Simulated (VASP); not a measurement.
Runs of VASP 6.6.1 on GaP. The structure is that of space group F-43m (No. 216), or close to it. The cells are those of the table. 

```csv
task,level,potentials or basis,cell,k mesh,cutoff (eV),gap on the mesh (eV),pressure (GPa)
relaxation of cell and atoms,PBE,"VASP PAW PBE potentials, release 64 (Ga_d, P)","relaxed from a = 3.854 Å, angles 60.0°, 2 atoms",8 × 8 × 8,600,1.58,0.0
single point,r2SCAN,"VASP PAW PBE potentials, release 64 (Ga_d, P)","a = 3.930 Å, angles 60.0°, 2 atoms",10 × 10 × 10,520,1.83,(c)
single point,PBEsol,"VASP PAW PBE potentials, release 64 (Ga_d, P)","a = 3.846 Å, angles 60.0°, 2 atoms",8 × 8 × 8,520,1.50,-0.1
single point,LDA,"VASP PAW LDA potentials, release 64 (Ga_d, P)","a = 3.812 Å, angles 60.0°, 2 atoms",8 × 8 × 8,520,1.43,0.1
single point,r2SCAN,"VASP PAW PBE potentials, release 64 (Ga_d, P)","a = 3.880 Å, angles 60.0°, 2 atoms",10 × 10 × 10,520,(a),(b)
```

Alike in all rows: no spin polarisation; smearing fermi-dirac 0.02 eV.

Task: Estimate the missing entries.

Result: (a) 1.90; (b) -1.8; (c) -4.6.

Caveats: the PAW data sets were made with another functional, which shifts forces and pressure a little (some runs).

A k mesh can miss the band edges, and the runs leave out spin-orbit coupling on Ga.
